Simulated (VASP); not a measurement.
Wanted: the native input for a VASP 6.6.1 run.

| Quantity | Value |
| --- | --- |
| Task | single point |
| Functional | PBE |
| Dispersion | D3(BJ) |
| Potentials or basis | VASP PAW PBE potentials, release 64 (H, C, Cl, F) |
| Cutoff | 520 eV |
| k mesh | 4 × 6 × 4 |
| Occupations | gaussian, width 0.02 eV |
| Spin | no spin polarisation |
| Dipole correction | no |
| Further INCAR settings | ALGO = Normal; EDIFF = 1e-07; NBANDS = 31 |

The structure of H2CClF lies in POSCAR:

```
H2CClF
1.0
    5.0266197128      0.0000000000     -0.0045620486
    0.0000000000      4.2095583513      0.0000000000
   -2.1226081049      0.0000000000      6.6518761616
H C Cl F
4 2 2 2
Direct
    0.2720301307      0.3850491601      0.1545421916
    0.7279698693      0.8850491601      0.8454578084
    0.5659880812      0.1201680686      0.2703893997
    0.4340119188      0.6201680686      0.7296106003
    0.3414564471      0.1413574507      0.1952547127
    0.6585435529      0.6413574507      0.8047452873
    0.1639778226     -0.0017834208      0.3646412849
    0.8360221774      0.4982165792      0.6353587151
    0.2699820911      0.9557087413      0.0240847610
    0.7300179089      0.4557087413      0.9759152390
```

One way to write it, as run:

INCAR

```
PREC     = Accurate       # precision mode
ENCUT    = 520            # plane-wave cutoff, eV
EDIFF    = 1E-7           # SCF threshold, eV
ISMEAR   = 0              # smearing method
SIGMA    = 0.02           # smearing width, eV
LREAL    = False          # projectors in reciprocal space
LASPH    = True           # aspherical terms in the spheres
NELM     = 60             # most SCF steps
ALGO     = Normal         # electronic algorithm
ISIF     = 2              # what is computed and relaxed
LWAVE    = False          # write WAVECAR
LCHARG   = False          # write CHGCAR
GGA      = PE             # functional
IVDW     = 12             # dispersion correction
NBANDS   = 31             # bands
```

KPOINTS

```
regular mesh
0
Gamma
  4 6 4
```

Potentials or basis: VASP PAW PBE potentials, release 64 (H, C, Cl, F).

Run with:

```console
$ cat potpaw_PBE.64/H/POTCAR potpaw_PBE.64/C/POTCAR potpaw_PBE.64/Cl/POTCAR potpaw_PBE.64/F/POTCAR > POTCAR
$ mpirun -np 1 vasp_std > vasp.out
```

Results of the run:

- Pressure: 0.1 GPa
- Largest force: 0.394 eV/Å
- Band gap on the k mesh: 6.03 eV (least direct gap 6.07 eV)
- Dispersion energy per atom: -0.062 eV

Run time: 5.6 min on 1 thread of Intel Xeon 8259CL (shared host), peak memory 0.35 GiB.
